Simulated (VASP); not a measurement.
# Al2CuSe4 (I-4) in VASP: a series of runs

Runs on Al2CuSe4. Level: PBE. Tasks: single point, relaxation of cell and atoms.

Program: VASP 6.6.1. These are calculated values, not measurements. Logs are shortened: lines on timing, memory, paths and dates and some standing lists are left out, and cuts for length are marked.

### 1 The cell of the first run

The structure is tetragonal, space group I-4 (No. 82). Conventional cell: a = 5.547 Å, b = 5.547 Å, c = 10.913 Å, α = 90.00°, β = 90.00°, γ = 90.00°. Cu (site symmetry -4) has 4 Se at 2.42 Å within 3.2 Å. Within 3.2 Å of Al (site symmetry -4) lie 4 Se at 2.43 Å. Within 3.2 Å of Al (site symmetry -4) lie 4 Se at 2.43 Å. Within 3.2 Å of Se (site symmetry 1) lie 1 Cu at 2.42 Å and 2 Al at 2.43 Å.

### 2 Single point, PBE

Contents of INCAR:

```
SYSTEM = Al2CuSe4
ALGO     = Normal         ! electronic algorithm
EDIFF    = 1E-7           ! SCF threshold, eV
ENCUT    = 520            ! plane-wave cutoff, eV
GGA      = PE             ! functional
ISIF     = 2              ! what is computed and relaxed
ISMEAR   = -1             ! smearing method
LASPH    = .TRUE.         ! aspherical terms in the spheres
LCHARG   = .TRUE.         ! write CHGCAR
LELF     = .TRUE.         ! ELF
LREAL    = .FALSE.        ! projectors in reciprocal space
LVHAR    = .TRUE.       
LWAVE    = .FALSE.        ! write WAVECAR
NBANDS   = 30             ! bands
NELM     = 100            ! most SCF steps
PREC     = Accurate       ! precision mode
SIGMA    = 0.0125         ! smearing width, eV
```

Contents of KPOINTS:

```
k-points
0
G
  5 5 5
  0 0 0
```

Contents of POSCAR:

```
Al2CuSe4
1.0
    0.0000000000      5.5466884684      0.0000002553
    5.5466884684      0.0000000000      0.0000002553
    2.7733444854      2.7733444854     -5.4566687696
Cu Al Se
1 2 4
Direct
    0.0000000000      0.0000000000      0.0000000000
    0.7500000000      0.2500000000      0.5000000000
    0.5000000000      0.5000000000      0.0000000000
    0.3689369564      0.3905350447      0.7394663252
    0.6094649553      0.1084032816      0.2605336748
    0.8915967184      0.8699986301      0.7394663252
    0.1300013699      0.6310630436      0.2605336748
```

Potentials or basis: VASP PAW PBE potentials, release 64 (Cu, Al, Se).

Started as:

```console
cat potpaw_PBE.64/Cu/POTCAR potpaw_PBE.64/Al/POTCAR potpaw_PBE.64/Se/POTCAR > POTCAR
mpirun -np 1 vasp_std > vasp.out
```

OUTCAR:

```text
SYSTEM = Al2CuSe4
   EDIFF = 1E-7
   ENCUT = 520
   GGA = PE
   ISIF = 2
   ISMEAR = -1
   LASPH = .TRUE.
   LREAL = .FALSE.
   NELM = 100
   PREC = Accurate

 ion  position               nearest neighbor table
   1  0.000  0.000  0.000-   4 2.42   5 2.42   7 2.42   6 2.42
   2  0.750  0.250  0.500-   7 2.43   4 2.43   6 2.43   5 2.43
   3  0.500  0.500  0.000-   6 2.43   5 2.43   7 2.43   4 2.43
   4  0.369  0.391  0.739-   1 2.42   3 2.43   2 2.43
   5  0.609  0.108  0.261-   1 2.42   3 2.43   2 2.43
   6  0.892  0.870  0.739-   1 2.42   3 2.43   2 2.43
   7  0.130  0.631  0.261-   1 2.42   3 2.43   2 2.43

  LATTYP: Found a body centered tetragonal cell.
 ALAT       =     5.5466884684
 C/A-ratio  =     1.9675411936

  Lattice vectors:

 A1 = (  -2.7733444854,   2.7733439830,   5.4566690249)
 A2 = (   2.7733439830,  -2.7733444854,   5.4566690249)
 A3 = (   2.7733444854,   2.7733444854,  -5.4566687696)

Analysis of symmetry for initial positions (statically):
=====================================================================
 Subroutine PRICEL returns:
 Original cell was already a primitive cell.

 Routine SETGRP: Setting up the symmetry group for a
 body centered tetragonal supercell.

 Subroutine GETGRP returns: Found  4 space group operations
 (whereof  4 operations were pure point group operations)
 out of a pool of 16 trial point group operations.

The static configuration has the point symmetry S_4 .

Analysis of symmetry for dynamics (positions and initial velocities):
=====================================================================
 Subroutine PRICEL returns:
 Original cell was already a primitive cell.

 Routine SETGRP: Setting up the symmetry group for a
 body centered tetragonal supercell.

 Subroutine GETGRP returns: Found  4 space group operations
 (whereof  4 operations were pure point group operations)
 out of a pool of 16 trial point group operations.

The dynamic configuration has the point symmetry S_4 .

 Subroutine INISYM returns: Found  4 space group operations
 (whereof  4 operations are pure point group operations),
 and found     1 'primitive' translations

----------------------------------------------------------------------------------------

                                     Primitive cell

  volume of cell :     167.8785

  direct lattice vectors                    reciprocal lattice vectors
     0.000000000  5.546688468  0.000000255    -0.000000004  0.180287749  0.091631001
     5.546688468  0.000000000  0.000000255     0.180287749 -0.000000004  0.091631001
     2.773344485  2.773344485 -5.456668770     0.000000008  0.000000008 -0.183261986

  length of vectors
     5.546688468  5.546688468  6.719978670     0.202237268  0.202237268  0.183261986

  position of ions in fractional coordinates (direct lattice)
     0.000000000  0.000000000  0.000000000
     0.750000000  0.250000000  0.500000000
     0.500000000  0.500000000  0.000000000
     0.368936956  0.390535045  0.739466325
     0.609464955  0.108403282  0.260533675
     0.891596718  0.869998630  0.739466325
     0.130001370  0.631063044  0.260533675

  ion indices of the primitive-cell ions
   primitive index   ion index
                 1           1
                 2           2
                 3           3
                 4           4
                 5           5
                 6           6
                 7           7

----------------------------------------------------------------------------------------

 KPOINTS: k-points

Automatic generation of k-mesh.
 Grid dimensions read from file:
 generate k-points for:    5    5    5

 Generating k-lattice:

  Cartesian coordinates                     Fractional coordinates (reciprocal lattice)
    -0.000000001  0.036057550  0.018326200     0.200000000  0.000000000  0.000000000
     0.036057550 -0.000000001  0.018326200     0.000000000  0.200000000  0.000000000
     0.000000002  0.000000002 -0.036652397     0.000000000  0.000000000  0.200000000

  Length of vectors
     0.040447454  0.040447454  0.036652397

  Shift w.r.t. Gamma in fractional coordinates (k-lattice)
     0.000000000  0.000000000  0.000000000

 Subroutine IBZKPT returns following result:
 ===========================================

 Found     21 irreducible k-points:

 Following reciprocal coordinates:
            Coordinates               Weight
  0.000000  0.000000  0.000000      1.000000
  0.200000  0.000000  0.000000      8.000000
  0.400000  0.000000  0.000000      8.000000
  0.200000  0.200000  0.000000      8.000000
  0.400000  0.200000 -0.000000      8.000000
 -0.200000 -0.400000  0.000000      8.000000
[... 13 lines left out ...]
  0.000000  0.000000  0.400000      2.000000
 -0.200000  0.000000  0.400000      4.000000
   k-points           NKPTS =     21   k-points in BZ     NKDIM =     21   number of bands    NBANDS=     30
   number of dos      NEDOS =    301   number of ions     NIONS =      7
   total plane-waves  NPLWV =  88200
   dimension x,y,z NGX =    42 NGY =   42 NGZ =   50
   dimension x,y,z NGXF=    84 NGYF=   84 NGZF=  100
   ions per type =               1   2   4
   NGX,Y,Z   is equivalent  to a cutoff of  12.59, 12.59, 12.37 a.u.
   NGXF,Y,Z  is equivalent  to a cutoff of  25.18, 25.18, 24.74 a.u.
 SYSTEM =  Al2CuSe4
   PREC   = accura    normal or accurate (medium, high low for compatibility)
   ISTART =      0    job   : 0-new  1-cont  2-samecut
   ICHARG =      2    charge: 1-file 2-atom 10-const
   ISPIN  =      1    spin polarized calculation?
   LNONCOLLINEAR =      F non collinear calculations
   LSORBIT =      F    spin-orbit coupling
   LASPH  =      T    aspherical Exc in radial PAW
   ENCUT  =  520.0 eV  38.22 Ry    6.18 a.u.  10.31 10.31 12.49*2*pi/ulx,y,z
   NELM   =    100;   NELMIN=  2; NELMDL= -5     # of ELM steps
   EDIFF  = 0.1E-06   stopping-criterion for ELM
   LREAL  =      F    real-space projection
   EDIFFG = 0.1E-05   stopping-criterion for IOM
   NSW    =      0    number of steps for IOM
   IBRION =     -1    ionic relax: 0-MD 1-quasi-New 2-CG
   NFREE  =      0    steps in history (QN), initial steepest desc. (CG)
   ISIF   =      2    stress and relaxation
   ISYM   =      2    0-nonsym 1-usesym 2-fastsym
   POTIM  = 0.5000    time-step for ionic-motion
   TEBEG  =    0.0;   TEEND  =   0.0 temperature during run
   PSTRESS=    0.0 pullay stress
   NELECT =      41.0000    total number of electrons
   NUPDOWN=      -1.0000    fix difference up-down
   EMIN   =  10.00;   EMAX   =-10.00  energy-range for DOS
   EFERMI =   0.00;   METHOD = LEGACY
   ISMEAR =    -1;   SIGMA  =   0.01  broadening in eV -4-tet -1-fermi 0-gaus
   EFERMI_NEDOS =   21; number of points for ismear=-14 and -15
   IALGO  =     38    algorithm
   IMIX   =      4    mixing-type and parameters
     AMIX     =   0.40;   BMIX     =  1.00
     AMIX_MAG =   1.60;   BMIX_MAG =  1.00
  volume/ion in A,a.u.               =      23.98       161.84
  Fermi-wavevector in a.u.,A,eV,Ry     =   1.023303  1.933763 14.247337  1.047150
  Thomas-Fermi vector in A             =   2.157030
   LORBIT       =      0    0 simple, 1 ext, 2 COOP (PROOUT), +10 PAW based schemes
   GGA     = PE    functional components
   LHFCALC =     F    Hartree Fock is set to
   AEXX    =    0.0000 exact exchange contribution
   IVDW    =     0    specifies the selected vdW correction
   LEPSILON=     F    determine dielectric tensor
   LRPA    =     F    only Hartree local field effects (RPA)
 non-spin polarized calculation
  energy-cutoff  :      520.00
  volume of cell :      167.88
 maximum number of plane-waves:      4557
 NGX is ok and might be reduce to    42
   NGX = 21   NGY = 21   NGZ = 25

 number of electron      41.0000007 magnetization

 Free energy of the ion-electron system (eV)
  ---------------------------------------------------
  ext. energy  EPLUGINS =         0.00000000
  ---------------------------------------------------
  free energy    TOTEN  =       -29.49693289 eV

  energy without entropy =      -29.49204902  energy(sigma->0) =      -29.49449096

 E-fermi :   2.7325     XC(G=0):  -8.9877

 val. band max:        2.7105103342   @ k =   0.2000   0.0000   0.0000
 cond. band min:       2.7382221417   @ k =   0.4000   0.4000   0.2000
 fundamental gap:      0.0277118075
 Fermi energy:         2.7325165143

 k-point     1 :       0.0000    0.0000    0.0000
  band No.  band energies     occupation
      1     -10.5243      2.00000
      2      -9.2277      2.00000
      3      -9.2277      2.00000
      4      -9.2032      2.00000
      5      -2.9137      2.00000
      6      -1.7739      2.00000
[... 22 lines left out ...]
     29       8.6619      0.00000
     30       8.9811      0.00000

 k-point     2 :       0.2000    0.0000    0.0000
  band No.  band energies     occupation
      1     -10.4022      2.00000
      2      -9.3234      2.00000
      3      -9.2759      2.00000
      4      -9.2354      2.00000
      5      -2.7936      2.00000
      6      -1.8768      2.00000
[... 22 lines left out ...]
     29       8.9192      0.00000
     30       9.1670      0.00000

 k-point     3 :       0.4000    0.0000    0.0000
  band No.  band energies     occupation
      1     -10.0821      2.00000
      2      -9.6264      2.00000
      3      -9.3346      2.00000
      4      -9.2864      2.00000
      5      -2.5596      2.00000
      6      -1.8721      2.00000
[... 22 lines left out ...]
     29       8.9744      0.00000
     30       9.5035      0.00000

 k-point     4 :       0.2000    0.2000    0.0000
  band No.  band energies     occupation
      1     -10.2433      2.00000
      2      -9.3861      2.00000
      3      -9.3519      2.00000
      4      -9.3101      2.00000
      5      -2.6970      2.00000
      6      -2.0632      2.00000
[... 517 lines left out ...]
     29       9.3697      0.00000
     30       9.6304      0.00000

 k-point    20 :       0.0000    0.0000    0.4000
  band No.  band energies     occupation
      1     -10.1334      2.00000
      2      -9.7334      2.00000
      3      -9.2405      2.00000
      4      -9.2405      2.00000
      5      -2.6101      2.00000
      6      -2.3113      2.00000
[... 22 lines left out ...]
     29       8.7942      0.00000
     30      10.3097      0.00000

 k-point    21 :      -0.2000    0.0000    0.4000
  band No.  band energies     occupation
      1      -9.8890      2.00000
      2      -9.8708      2.00000
      3      -9.3835      2.00000
      4      -9.2341      2.00000
      5      -2.4539      2.00000
      6      -2.2551      2.00000
[... 22 lines left out ...]
     29       9.1293      0.00000
     30       9.6259      0.00000

------------------------ aborting loop because EDIFF is reached ----------------------------------------

  FORCE on cell =-STRESS in cart. coord.  units (eV):
  Direction    XX          YY          ZZ          XY          YZ          ZX
  --------------------------------------------------------------------------------------
  -------------------------------------------------------------------------------------
  Total        0.0768964      0.0768964      0.1001819      0.0000012     -0.0000000     -0.0000000
  in kB        0.7338737      0.7338737      0.9561031      0.0000111     -0.0000000     -0.0000000
  external PRESSURE =       0.8079502 kB  Pullay stress =       0.0000000 kB

 VOLUME and BASIS-vectors are now :
 -----------------------------------------------------------------------------
  energy-cutoff  :      520.00
  volume of cell :      167.88
      direct lattice vectors                 reciprocal lattice vectors
     0.000000000  5.546688468  0.000000255    -0.000000004  0.180287749  0.091631001
     5.546688468  0.000000000  0.000000255     0.180287749 -0.000000004  0.091631001
     2.773344485  2.773344485 -5.456668770     0.000000008  0.000000008 -0.183261986

 POSITION                                       TOTAL-FORCE (eV/Angst)
 -----------------------------------------------------------------------------------
      0.00000      0.00000      0.00000        -0.000000     -0.000000      0.000000
      2.77334      5.54669     -2.72833        -0.000000     -0.000000      0.000000
      2.77334      2.77334      0.00000        -0.000000     -0.000000      0.000000
      4.21697      4.09717     -4.03502         0.012078      0.006920      0.013614
      1.32383      4.10306     -1.42165         0.006920     -0.012078     -0.013614
      6.87641      6.99620     -4.03502        -0.012078     -0.006920      0.013614
      4.22286      1.44363     -1.42165        -0.006920      0.012078     -0.013614
 -----------------------------------------------------------------------------------
    total drift:                               -0.000004     -0.000005      0.000011

  FREE ENERGIE OF THE ION-ELECTRON SYSTEM (eV)
  ---------------------------------------------------
  free  energy   TOTEN  =       -29.4969328937 eV

  energy  without entropy=      -29.4920490243  energy(sigma->0) =      -29.49449096
```

Wall time 2.6 min (1 thread of Intel Xeon Platinum 8259CL at 2.50GHz (Skylake/Cascade Lake), shared host); peak memory 0.33 GiB.

Results:

| Quantity | Value |
| --- | --- |
| Free energy | -29.4969 eV |
| Pressure | 0.1 GPa |
| Largest force | 0.019 eV/Å |
| Band gap on the k mesh | zero (an odd number of electrons rules out a gap without spin polarisation) |

Forces on the atoms (eV/Å):
```
Cu   0.000  0.000  0.000
Al   0.000  0.000  0.000
Al   0.000  0.000  0.000
Se   0.012  0.007  0.014
Se   0.007 -0.012 -0.014
Se  -0.012 -0.007  0.014
Se  -0.007  0.012 -0.014
```

With open d or f shells a metallic result of PBE can be an artefact of self-interaction; +U or a hybrid may open a gap.

(Continued in part 2 of 2.)
